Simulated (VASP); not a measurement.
# Cd (Pm-3m) in VASP: further runs

Runs on Cd. Level: PBEsol. Tasks: single point, relaxation of cell and atoms.

Program: VASP 6.6.1. These are calculated values, not measurements. Logs are shortened: lines on timing, memory, paths and dates and some standing lists are left out, and cuts for length are marked.

### Step 1. The cell of the first run

The structure is cubic, space group Pm-3m (No. 221). Conventional cell: a = 2.935 Å, b = 2.935 Å, c = 2.935 Å, α = 90.00°, β = 90.00°, γ = 90.00°. Cd (site symmetry m-3m) has 6 Cd at 2.94 Å within 3.9 Å.

### Step 2. Single point, PBEsol

INCAR reads:

```
PREC     = Accurate       # precision mode
ENCUT    = 520            # plane-wave cutoff, eV
EDIFF    = 1E-6           # SCF threshold, eV
ISMEAR   = 0              # smearing method
SIGMA    = 0.1            # smearing width, eV
LREAL    = F              # projectors in reciprocal space
LASPH    = T              # aspherical terms in the spheres
NELM     = 100            # most SCF steps
ALGO     = Normal         # electronic algorithm
ISIF     = 2              # what is computed and relaxed
LWAVE    = F              # write WAVECAR
LCHARG   = F              # write CHGCAR
GGA      = PS             # functional
NBANDS   = 12             # bands
```

KPOINTS reads:

```
regular mesh
0
Gamma
  6 6 6
```

POSCAR reads:

```
Cd
1.0
    2.9354823460      0.0000000000      0.0000000000
    0.0000000000      2.9354823460      0.0000000000
    0.0000000000      0.0000000000      2.9354823460
Cd
1
Direct
    0.0000000000      0.0000000000      0.0000000000
```

Potentials or basis: VASP PAW PBE potentials, release 64 (Cd).

Command:

```
cat potpaw_PBE.64/Cd/POTCAR > POTCAR
mpirun -np 1 vasp_std > vasp.out
```

OUTCAR:

```text
PREC = Accurate
   ENCUT = 520
   EDIFF = 1E-6
   ISMEAR = 0
   LREAL = F
   LASPH = T
   NELM = 100
   ISIF = 2
   GGA = PS

 ion  position               nearest neighbor table
   1  0.000  0.000  0.000-

  LATTYP: Found a simple cubic cell.
 ALAT       =     2.9354823460

  Lattice vectors:

 A1 = (   2.9354823460,   0.0000000000,   0.0000000000)
 A2 = (   0.0000000000,   2.9354823460,   0.0000000000)
 A3 = (   0.0000000000,   0.0000000000,   2.9354823460)

Analysis of symmetry for initial positions (statically):
=====================================================================
 Subroutine PRICEL returns:
 Original cell was already a primitive cell.

 Routine SETGRP: Setting up the symmetry group for a
 simple cubic supercell.

 Subroutine GETGRP returns: Found 48 space group operations
 (whereof 48 operations were pure point group operations)
 out of a pool of 48 trial point group operations.

The static configuration has the point symmetry O_h .

Analysis of symmetry for dynamics (positions and initial velocities):
=====================================================================
 Subroutine PRICEL returns:
 Original cell was already a primitive cell.

 Routine SETGRP: Setting up the symmetry group for a
 simple cubic supercell.

 Subroutine GETGRP returns: Found 48 space group operations
 (whereof 48 operations were pure point group operations)
 out of a pool of 48 trial point group operations.

The dynamic configuration has the point symmetry O_h .

 Subroutine INISYM returns: Found 48 space group operations
 (whereof 48 operations are pure point group operations),
 and found     1 'primitive' translations

----------------------------------------------------------------------------------------

                                     Primitive cell

  volume of cell :      25.2952

  direct lattice vectors                    reciprocal lattice vectors
     2.935482346  0.000000000  0.000000000     0.340659518  0.000000000  0.000000000
     0.000000000  2.935482346  0.000000000     0.000000000  0.340659518  0.000000000
     0.000000000  0.000000000  2.935482346     0.000000000  0.000000000  0.340659518

  length of vectors
     2.935482346  2.935482346  2.935482346     0.340659518  0.340659518  0.340659518

  position of ions in fractional coordinates (direct lattice)
     0.000000000  0.000000000  0.000000000

  ion indices of the primitive-cell ions
   primitive index   ion index
                 1           1

----------------------------------------------------------------------------------------

 KPOINTS: regular mesh

Automatic generation of k-mesh.
 Grid dimensions read from file:
 generate k-points for:    6    6    6

 Generating k-lattice:

  Cartesian coordinates                     Fractional coordinates (reciprocal lattice)
     0.056776586  0.000000000  0.000000000     0.166666667  0.000000000  0.000000000
     0.000000000  0.056776586  0.000000000     0.000000000  0.166666667  0.000000000
     0.000000000  0.000000000  0.056776586     0.000000000  0.000000000  0.166666667

  Length of vectors
     0.056776586  0.056776586  0.056776586

  Shift w.r.t. Gamma in fractional coordinates (k-lattice)
     0.000000000  0.000000000  0.000000000

 Subroutine IBZKPT returns following result:
 ===========================================

 Found     20 irreducible k-points:

 Following reciprocal coordinates:
            Coordinates               Weight
  0.000000  0.000000  0.000000      1.000000
  0.166667  0.000000  0.000000      6.000000
  0.333333  0.000000  0.000000      6.000000
  0.500000  0.000000  0.000000      3.000000
  0.166667  0.166667  0.000000     12.000000
  0.333333  0.166667  0.000000     24.000000
[... 12 lines left out ...]
  0.500000  0.500000  0.333333      6.000000
  0.500000  0.500000  0.500000      1.000000
   k-points           NKPTS =     20   k-points in BZ     NKDIM =     20   number of bands    NBANDS=     12
   number of dos      NEDOS =    301   number of ions     NIONS =      1
   total plane-waves  NPLWV =  13824
   dimension x,y,z NGX =    24 NGY =   24 NGZ =   24
   dimension x,y,z NGXF=    48 NGYF=   48 NGZF=   48
   ions per type =               1
   NGX,Y,Z   is equivalent  to a cutoff of  13.59, 13.59, 13.59 a.u.
   NGXF,Y,Z  is equivalent  to a cutoff of  27.18, 27.18, 27.18 a.u.
 SYSTEM =  unknown system
   PREC   = accura    normal or accurate (medium, high low for compatibility)
   ISTART =      0    job   : 0-new  1-cont  2-samecut
   ICHARG =      2    charge: 1-file 2-atom 10-const
   ISPIN  =      1    spin polarized calculation?
   LNONCOLLINEAR =      F non collinear calculations
   LSORBIT =      F    spin-orbit coupling
   LASPH  =      T    aspherical Exc in radial PAW
   ENCUT  =  520.0 eV  38.22 Ry    6.18 a.u.   5.46  5.46  5.46*2*pi/ulx,y,z
   NELM   =    100;   NELMIN=  2; NELMDL= -5     # of ELM steps
   EDIFF  = 0.1E-05   stopping-criterion for ELM
   LREAL  =      F    real-space projection
   EDIFFG = 0.1E-04   stopping-criterion for IOM
   NSW    =      0    number of steps for IOM
   IBRION =     -1    ionic relax: 0-MD 1-quasi-New 2-CG
   NFREE  =      0    steps in history (QN), initial steepest desc. (CG)
   ISIF   =      2    stress and relaxation
   ISYM   =      2    0-nonsym 1-usesym 2-fastsym
   POTIM  = 0.5000    time-step for ionic-motion
   TEBEG  =    0.0;   TEEND  =   0.0 temperature during run
   PSTRESS=    0.0 pullay stress
   NELECT =      12.0000    total number of electrons
   NUPDOWN=      -1.0000    fix difference up-down
   EMIN   =  10.00;   EMAX   =-10.00  energy-range for DOS
   EFERMI =   0.00;   METHOD = LEGACY
   ISMEAR =     0;   SIGMA  =   0.10  broadening in eV -4-tet -1-fermi 0-gaus
   EFERMI_NEDOS =   21; number of points for ismear=-14 and -15
   IALGO  =     38    algorithm
   IMIX   =      4    mixing-type and parameters
     AMIX     =   0.40;   BMIX     =  1.00
     AMIX_MAG =   1.60;   BMIX_MAG =  1.00
  volume/ion in A,a.u.               =      25.30       170.70
  Fermi-wavevector in a.u.,A,eV,Ry     =   1.276799  2.412800 22.180421  1.630215
  Thomas-Fermi vector in A             =   2.409434
   LORBIT       =      0    0 simple, 1 ext, 2 COOP (PROOUT), +10 PAW based schemes
   GGA     = PS    functional components
   LHFCALC =     F    Hartree Fock is set to
   AEXX    =    0.0000 exact exchange contribution
   IVDW    =     0    specifies the selected vdW correction
   LEPSILON=     F    determine dielectric tensor
   LRPA    =     F    only Hartree local field effects (RPA)
 non-spin polarized calculation
 Gauss-broadening in eV      SIGMA  =   0.10
  energy-cutoff  :      520.00
  volume of cell :       25.30
 maximum number of plane-waves:       696
 NGX is ok and might be reduce to    24
   NGX = 11   NGY = 11   NGZ = 11

 number of electron      11.9999999 magnetization

 Free energy of the ion-electron system (eV)
  ---------------------------------------------------
  ext. energy  EPLUGINS =         0.00000000
  ---------------------------------------------------
  free energy    TOTEN  =        -1.05221496 eV

  energy without entropy =       -1.05101042  energy(sigma->0) =       -1.05161269

 E-fermi :   1.4575     XC(G=0): -10.3112

 val. band max:        1.0342380804   @ k =   0.5000   0.3333   0.1667
 cond. band min:       1.5552572075   @ k =   0.5000   0.3333   0.0000
 fundamental gap:      0.5210191270
 Fermi energy:         1.4574647557

 k-point     1 :       0.0000    0.0000    0.0000
  band No.  band energies     occupation
      1      -7.9540      2.00000
      2      -7.9540      2.00000
      3      -6.4574      2.00000
      4      -6.4574      2.00000
      5      -6.4574      2.00000
      6      -6.1977      2.00000
      7      11.6903      0.00000
      8      11.6903      0.00000
      9      11.6903      0.00000
     10      15.3118      0.00000
     11      15.3118      0.00000
     12      16.1459      0.00000

 k-point     2 :       0.1667    0.0000    0.0000
  band No.  band energies     occupation
      1      -7.9223      2.00000
      2      -7.7491      2.00000
      3      -6.5730      2.00000
      4      -6.5730      2.00000
      5      -6.4476      2.00000
      6      -5.6443      2.00000
      7       7.7462      0.00000
      8      12.3540      0.00000
      9      12.3540      0.00000
     10      15.4819      0.00000
     11      16.0169      0.00000
     12      20.2962      0.00000

 k-point     3 :       0.3333    0.0000    0.0000
  band No.  band energies     occupation
      1      -7.8581      2.00000
      2      -7.4167      2.00000
      3      -6.7955      2.00000
      4      -6.7955      2.00000
      5      -6.4279      2.00000
      6      -3.8544      2.00000
      7       3.0816      0.00000
      8      14.1160      0.00000
      9      14.1160      0.00000
     10      15.9652      0.00000
     11      16.5625      0.00000
     12      20.9979      0.00000
[... 226 lines left out ...]
 k-point    19 :       0.5000    0.5000    0.3333
  band No.  band energies     occupation
      1      -7.5908      2.00000
      2      -7.3806      2.00000
      3      -7.3806      2.00000
      4      -6.4174      2.00000
      5      -6.0350      2.00000
      6       4.9719      0.00000
      7       5.0157      0.00000
      8       5.0157      0.00000
      9       8.7071      0.00000
     10      12.1176      0.00000
     11      13.1351      0.00000
     12      13.1351      0.00000

 k-point    20 :       0.5000    0.5000    0.5000
  band No.  band energies     occupation
      1      -7.5430      2.00000
      2      -7.5430      2.00000
      3      -7.5430      2.00000
      4      -6.0283      2.00000
      5      -6.0283      2.00000
      6       6.2326      0.00000
      7       6.2326      0.00000
      8       6.2326      0.00000
      9       9.3764      0.00000
     10      10.0555      0.00000
     11      11.2505      0.00000
     12      11.2505      0.00000

------------------------ aborting loop because EDIFF is reached ----------------------------------------

  FORCE on cell =-STRESS in cart. coord.  units (eV):
  Direction    XX          YY          ZZ          XY          YZ          ZX
  --------------------------------------------------------------------------------------
  -------------------------------------------------------------------------------------
  Total       -0.0042521     -0.0042521     -0.0042521     -0.0000000     -0.0000000      0.0000000
  in kB       -0.2693228     -0.2693228     -0.2693228     -0.0000000     -0.0000000      0.0000000
  external PRESSURE =      -0.2693228 kB  Pullay stress =       0.0000000 kB

 VOLUME and BASIS-vectors are now :
 -----------------------------------------------------------------------------
  energy-cutoff  :      520.00
  volume of cell :       25.30
      direct lattice vectors                 reciprocal lattice vectors
     2.935482346  0.000000000  0.000000000     0.340659518  0.000000000  0.000000000
     0.000000000  2.935482346  0.000000000     0.000000000  0.340659518  0.000000000
     0.000000000  0.000000000  2.935482346     0.000000000  0.000000000  0.340659518

 POSITION                                       TOTAL-FORCE (eV/Angst)
 -----------------------------------------------------------------------------------
      0.00000      0.00000      0.00000         0.000000      0.000000      0.000000
 -----------------------------------------------------------------------------------
    total drift:                                0.000000     -0.000000      0.000000

  FREE ENERGIE OF THE ION-ELECTRON SYSTEM (eV)
  ---------------------------------------------------
  free  energy   TOTEN  =        -1.0522149599 eV

  energy  without entropy=       -1.0510104205  energy(sigma->0) =       -1.05161269
```

Run time: 3.7 s. Hardware: 1 thread of Intel Xeon Platinum 8259CL at 2.50GHz (Skylake/Cascade Lake), shared host; peak memory 0.14 GiB.

Results:

```
Free energy            : -1.0522 eV
Pressure               : 0.0 GPa
Band gap on the k mesh : zero (band 6 reaches 6.23 eV, above the bottom of band 7 at -0.66 eV)
```

Caveat: the PAW data sets were made with another functional, which shifts forces and pressure a little.

[end of part 1 of 2]
